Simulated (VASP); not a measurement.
# ZrSi2 (Cmcm) in VASP: a series of runs, part 2 of 2

VASP 6.6.1. The steps go on from the part before.

### Step 3. Single point, PBE

This run uses another cell than the first one, of 11.70 Å³/atom.

Input file INCAR:

```
SYSTEM = ZrSi2
  PREC = Accurate
  ENCUT = 520
  EDIFF = 1E-6
  ISMEAR = 0
  SIGMA = 0.1
  LREAL = .FALSE.
  LASPH = .TRUE.
  NELM = 100
  ALGO = Normal
  ISIF = 2
  LWAVE = .FALSE.
  LCHARG = .TRUE.
  GGA = PE
  LELF = .TRUE.
  LVHAR = .TRUE.
  NBANDS = 29
```

Input file KPOINTS:

```
Automatic mesh
0
G
  12 12 10
  0 0 0
```

Input file POSCAR:

```
ZrSi2
1.0
    1.6934090540     -6.1654850557      0.0000000000
    1.6934090540      6.1654850557      0.0000000000
    0.0000000000      0.0000000000      3.3629822304
Zr Si
2 4
Direct
    0.9008833719      0.0991166281      0.7500000000
    0.0991166281      0.9008833719      0.2500000000
    0.5654194748      0.4345805252      0.7500000000
    0.4345805252      0.5654194748      0.2500000000
    0.2501906851      0.7498093149      0.7500000000
    0.7498093149      0.2501906851      0.2500000000
```

Potentials or basis: VASP PAW PBE potentials, release 64 (Zr_sv, Si).

Launch:

```sh
$ cat potpaw_PBE.64/Zr_sv/POTCAR potpaw_PBE.64/Si/POTCAR > POTCAR
$ mpirun -np 1 vasp_std > vasp.out
```

OUTCAR:

```text
SYSTEM = ZrSi2
   PREC = Accurate
   ENCUT = 520
   EDIFF = 1E-6
   ISMEAR = 0
   LREAL = .FALSE.
   LASPH = .TRUE.
   NELM = 100
   ISIF = 2
   GGA = PE

 ion  position               nearest neighbor table
   1  0.901  0.099  0.750-   4 2.42   4 2.42   4 2.42   4 2.42   6 2.51   6 2.51   5 2.51   5 2.51
                             3 2.64   3 2.64   2 2.97   2 2.97
   2  0.099  0.901  0.250-   3 2.42   3 2.42   3 2.42   3 2.42   5 2.51   5 2.51   6 2.51   6 2.51
                             4 2.64   4 2.64   1 2.97   1 2.97
   3  0.565  0.435  0.750-   4 2.33   4 2.33   2 2.42   2 2.42   2 2.42   2 2.42   1 2.64   1 2.64
                             6 2.83   6 2.83   5 2.84   5 2.84
   4  0.435  0.565  0.250-   3 2.33   3 2.33   1 2.42   1 2.42   1 2.42   1 2.42   2 2.64   2 2.64
                             5 2.83   5 2.83   6 2.84   6 2.84
   5  0.250  0.750  0.750-   6 2.39   6 2.39   6 2.39   6 2.39   2 2.51   2 2.51   1 2.51   1 2.51
                             4 2.83   4 2.83   3 2.84   3 2.84
   6  0.750  0.250  0.250-   5 2.39   5 2.39   5 2.39   5 2.39   1 2.51   1 2.51   2 2.51   2 2.51
                             3 2.83   3 2.83   4 2.84   4 2.84

  LATTYP: Found a base centered orthorhombic cell.
 ALAT       =     3.3868181080
 B/A-ratio  =     3.6408716731
[... 198 lines left out ...]

 k-point     1 :       0.0000    0.0000    0.0000
  band No.  band energies     occupation
      1     -32.6310      2.00000
      2     -32.4880      2.00000
      3     -11.5825      2.00000
      4     -11.0283      2.00000
      5     -11.0227      2.00000
      6     -10.8522      2.00000
[... 757 lines left out ...]
     28      20.2241      0.00000
     29      21.0506      0.00000

 [... further k-points ...]

------------------------ aborting loop because EDIFF is reached ----------------------------------------

  FORCE on cell =-STRESS in cart. coord.  units (eV):
  Direction    XX          YY          ZZ          XY          YZ          ZX
  --------------------------------------------------------------------------------------
  -------------------------------------------------------------------------------------
  Total       39.5142685     39.4782313     39.4969385      0.0000000     -0.0000000      0.0000000
  in kB      901.5313508    900.7091499    901.1359613      0.0000000     -0.0000000      0.0000000
  external PRESSURE =     901.1254873 kB  Pullay stress =       0.0000000 kB

 VOLUME and BASIS-vectors are now :
 -----------------------------------------------------------------------------
  energy-cutoff  :      520.00
  volume of cell :       70.22
      direct lattice vectors                 reciprocal lattice vectors
     1.693409054 -6.165485056  0.000000000     0.295262387 -0.081096620  0.000000000
     1.693409054  6.165485056  0.000000000     0.295262387  0.081096620  0.000000000
     0.000000000  0.000000000  3.362982230     0.000000000  0.000000000  0.297355125

 POSITION                                       TOTAL-FORCE (eV/Angst)
 -----------------------------------------------------------------------------------
      1.69341     -4.94328      2.52224         0.000000     -0.003028     -0.000000
      1.69341      4.94328      0.84075         0.000000      0.003028      0.000000
      1.69341     -0.80669      2.52224         0.000000      0.007476      0.000000
      1.69341      0.80669      0.84075         0.000000     -0.007476      0.000000
      1.69341      3.08039      2.52224         0.000000     -0.001090      0.000000
      1.69341     -3.08039      0.84075         0.000000      0.001090      0.000000
 -----------------------------------------------------------------------------------
    total drift:                               -0.000000     -0.000000      0.000000

  FREE ENERGIE OF THE ION-ELECTRON SYSTEM (eV)
  ---------------------------------------------------
  free  energy   TOTEN  =       -36.2918940713 eV

  energy  without entropy=      -36.2874054724  energy(sigma->0) =      -36.28964977
```

It took 8.5 min on 1 thread of Intel Xeon Platinum 8375C at 2.90GHz (Ice Lake), shared host; peak memory 0.55 GiB.

What came out:

- Free energy: -36.2919 eV
- Pressure: 90.1 GPa
- Largest force: 0.007 eV/Å
- Band gap on the k mesh: zero (bands 20 and 21 overlap by 1.26 eV)

Forces on the atoms (eV/Å):
```
Zr   0.000 -0.003  0.000
Zr   0.000  0.003  0.000
Si   0.000  0.007  0.000
Si   0.000 -0.007  0.000
Si   0.000 -0.001  0.000
Si   0.000  0.001  0.000
```

Levels at points of the mesh, in eV from the Fermi level:
```
           k point  band 16  band 17  band 18  band 19  band 20  band 21  band 22  band 23  band 24  band 25
(0.00, 0.00, 0.00)    -2.84    -2.61    -2.16    -1.96     0.49     1.01     1.51     1.62     1.72     1.90
(0.50, 0.00, 0.00)    -3.44    -2.80    -1.07    -0.91    -0.79    -0.61     1.77     1.83     2.92     3.12
(0.50, 0.50, 0.00)    -3.65    -2.69    -1.74    -1.19     0.29     0.82     0.93     1.87     2.11     3.47
(0.00, 0.00, 0.50)    -3.95    -2.76    -2.76    -0.09    -0.09     1.82     1.82     1.95     1.95     2.58
(0.50, 0.00, 0.50)    -3.87    -3.03    -3.03    -2.47    -2.47     3.19     3.19     3.93     3.93     4.34
(0.50, 0.50, 0.50)    -3.55    -3.27    -3.27    -1.65    -1.65     0.86     0.86     3.23     3.23     4.04
```

Caveat: the cell stands under pressure.

### Step 4. Single point, PBE

This run uses another cell than the first one, of 16.29 Å³/atom.

Input file INCAR:

```
PREC = Accurate
ENCUT = 520
EDIFF = 1E-6
ISMEAR = 0
SIGMA = 0.1
LREAL = False
LASPH = True
NELM = 60
ALGO = Normal
ISIF = 2
LWAVE = False
LCHARG = True
GGA = PE
LELF = True
LVHAR = True
NBANDS = 29
```

Input file KPOINTS:

```
Automatic mesh
0
Gamma
  10 10 10
```

Input file POSCAR:

```
ZrSi2
1.0
    1.8368248152     -7.2886166513      0.0000000000
    1.8368248152      7.2886166513      0.0000000000
    0.0000000000      0.0000000000      3.6510005305
Zr Si
2 4
Direct
    0.8951760225      0.1048239775      0.7500000000
    0.1048239775      0.8951760225      0.2500000000
    0.5538405914      0.4461594086      0.7500000000
    0.4461594086      0.5538405914      0.2500000000
    0.2502980266      0.7497019734      0.7500000000
    0.7497019734      0.2502980266      0.2500000000
```

Launch:

```sh
$ cat potpaw_PBE.64/Zr_sv/POTCAR potpaw_PBE.64/Si/POTCAR > POTCAR
$ mpirun -np 1 vasp_std > vasp.out
```

Run time: 8.9 min. Hardware: 1 thread of Intel Xeon Platinum 8375C at 2.90GHz (Ice Lake), shared host; peak memory 0.58 GiB.

Results (log left out):

```yaml
Free_energy: -42.6814 eV
Pressure: 4.0 GPa
Largest_force: 0.019 eV/Å
Band_gap_on_the_k_mesh: zero (bands 20 and 21 overlap by 1.01 eV)
```

Forces on the atoms (eV/Å):
```
Zr   0.000  0.009  0.000
Zr   0.000 -0.009  0.000
Si   0.000  0.019  0.000
Si   0.000 -0.019  0.000
Si   0.000  0.002  0.000
Si   0.000 -0.002  0.000
```

Levels at points of the mesh, in eV from the Fermi level:
| k point | band 16 | band 17 | band 18 | band 19 | band 20 | band 21 | band 22 | band 23 | band 24 | band 25 |
| --- | --- | --- | --- | --- | --- | --- | --- | --- | --- | --- |
| (0.00, 0.00, 0.00) | -2.47 | -2.42 | -2.42 | -2.34 | 0.01 | 1.09 | 1.39 | 1.47 | 1.61 | 2.12 |
| (0.50, 0.00, 0.00) | -2.62 | -1.79 | -1.57 | -0.88 | -0.48 | -0.46 | 0.97 | 0.98 | 2.11 | 2.35 |
| (0.50, 0.50, 0.00) | -2.77 | -2.70 | -1.90 | -1.48 | 0.41 | 1.00 | 1.16 | 1.48 | 1.74 | 2.25 |
| (0.00, 0.00, 0.50) | -2.51 | -1.96 | -1.96 | -0.08 | -0.08 | 0.18 | 0.18 | 1.60 | 1.60 | 2.37 |
| (0.50, 0.00, 0.50) | -3.82 | -3.25 | -3.25 | -2.20 | -2.20 | 2.22 | 2.22 | 3.17 | 3.17 | 3.32 |
| (0.50, 0.50, 0.50) | -3.01 | -2.28 | -2.28 | -0.94 | -0.94 | 0.10 | 0.10 | 2.33 | 2.33 | 3.07 |

Caveat: the cell stands under pressure.

### Step 5. Summary

| cell | k mesh | gap on the mesh (eV) | pressure (GPa) | largest force (eV/Å) |
| --- | --- | --- | --- | --- |
| a = 7.654, b = 7.654, c = 3.687 Å, angles 90.0, 90.0, 151.9°, 6 atoms, atomic positions A | 10 × 10 × 10 | none | -1.0 | 0.01 |
| a = 6.394, b = 6.394, c = 3.363 Å, angles 90.0, 90.0, 149.3°, 6 atoms, atomic positions B | 12 × 12 × 10 | none | 90.1 | 0.01 |
| a = 7.517, b = 7.517, c = 3.651 Å, angles 90.0, 90.0, 151.7°, 6 atoms, atomic positions C | 10 × 10 × 10 | none | 4.0 | 0.02 |

Alike in all rows: task single point; level PBE; potentials or basis VASP PAW PBE potentials, release 64 (Zr_sv, Si); no spin polarisation; cutoff (eV) 520; smearing gaussian 0.1 eV.

Caveats: the cell stands under pressure (at least some runs).

Total energies depend on the potentials used, so only differences within one code and one set of settings carry meaning.
